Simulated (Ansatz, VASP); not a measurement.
## Ir: VASP beside Ansatz

INCAR

```
PREC = Accurate ; ENCUT = 520
EDIFF = 1E-6 ; ISMEAR = 0
SIGMA = 0.15 ; LREAL = F
LASPH = T ; NELM = 100
ALGO = Normal ; ISIF = 2
LWAVE = F ; LCHARG = T
GGA = CA ; LELF = T
LVHAR = T ; NBANDS = 10
```

File KPOINTS:

```
regular mesh
0
Gamma
  22 22 22
```

Contents of POSCAR:

```
Ir
1.0
    0.0000000000      2.2431792795      1.4114084026
    2.2431792795      0.0000000000      1.4114084026
    2.2431792795      2.2431792795      0.0000000000
Ir
1
Direct
    0.0000000000      0.0000000000      0.0000000000
```

Input for Ansatz:

```yaml
crystal:
  lattice:
    - [0.0, 2.2431792795, 1.4114084026]
    - [2.2431792795, 0.0, 1.4114084026]
    - [2.2431792795, 2.2431792795, 0.0]
  atoms:
    - { symbol: Ir, position: [0.0, 0.0, 0.0] }
basis:
  ecutwfc: 420
kpoints:
  mp_grid: { grid: [22, 22, 22] }
hamiltonian:
  xc: lda
scf:
  occupations: { method: gaussian, width: 0.15 }
output:
  forces: true
  stress: true
  eigenvalues: true
```

Alike in both runs: task single point; functional LDA; k mesh 22 × 22 × 22; occupations gaussian, width 0.15 eV; no spin polarisation.

|  | VASP | Ansatz |
| --- | --- | --- |
| version | VASP 6.6.1 | Ansatz 0.2.0 |
| potentials or method | VASP PAW LDA potentials, release 64 (Ir), cutoff 520 eV | scalar-relativistic, plane waves, PAW |
| valence electrons in the cell | 9 | 17 |

Ansatz gave:

* gap on the k mesh at the Fermi level (eV): none
* pressure (GPa): 0.5
* traceless stress, the component that is largest in VASP (GPa): -24.17

Q: Estimate VASP's values.

A: gap on the k mesh at the Fermi level (eV): none; pressure (GPa): 2.9; traceless stress, the component that is largest in VASP (GPa): -23.70.

LDA's correlation is that of Perdew and Zunger in VASP and of Perdew and Wang (1992) in Ansatz. A gap of «none» marks a metal or a gap that the smearing closes. VASP's potentials hold 9 valence electrons a cell and Ansatz's 17, so a difference there can come from the potentials and not from the codes.

Neither program's run includes spin-orbit coupling.
